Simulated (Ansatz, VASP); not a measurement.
**W: VASP beside Ansatz**

Contents of INCAR:

```
SYSTEM = W
ALGO = Normal
EDIFF = 1E-7
ENCUT = 520
GGA = PS
ISIF = 2
ISMEAR = -1
LASPH = .True.
LCHARG = .False.
LREAL = .False.
LWAVE = .False.
NBANDS = 13
NELM = 80
PREC = Accurate
SIGMA = 0.05
```

File KPOINTS:

```
k-points
0
Gamma
  18 18 18
  0 0 0
```

POSCAR

```
W
1.0
    0.0000000000      1.8557989358      1.8557989358
    1.8557989358      0.0000000000      1.8557989358
    1.8557989358      1.8557989358      0.0000000000
W
1
Direct
    0.0000000000      0.0000000000      0.0000000000
```

Input for Ansatz:

```yaml
crystal:
  lattice:
    - [0.0, 1.8557989358, 1.8557989358]
    - [1.8557989358, 0.0, 1.8557989358]
    - [1.8557989358, 1.8557989358, 0.0]
  atoms:
    - { symbol: W, position: [0.0, 0.0, 0.0] }
kpoints:
  mp_grid: { grid: [18, 18, 18] }
scf:
  occupations: { method: fermi_dirac, width: 0.05 }
hamiltonian:
  xc: pbesol
  pseudopotentials: { kind: all_electron, lapw: { basis_error: 0.001 } }
output:
  forces: true
  stress: true
  eigenvalues: true
  populations: true
```

Change from the starting cell: volume scaled by 0.8, LAPW.

Alike in both runs: task single point; functional PBEsol; k mesh 18 × 18 × 18; occupations fermi-dirac, width 0.05 eV; no spin polarisation.

|  | VASP | Ansatz |
| --- | --- | --- |
| version | VASP 6.6.1 | Ansatz 0.2.0 |
| potentials or method | VASP PAW PBE potentials, release 64 (W_sv), cutoff 520 eV | all-electron LAPW, scalar-relativistic |

Ansatz gave:

- pressure (GPa): 102.6

Question: What did VASP give for the same quantities?

Answer: Pressure (GPa): 106.1.

VASP's potentials were made for PBE, not for PBEsol. Both programs put the cell under a high pressure, so it lies far from rest at this level. Ansatz ran all-electron here, and VASP with PAW potentials.

Spin-orbit coupling is off throughout. Noted on VASP's run: the cell as given lies far from equilibrium.
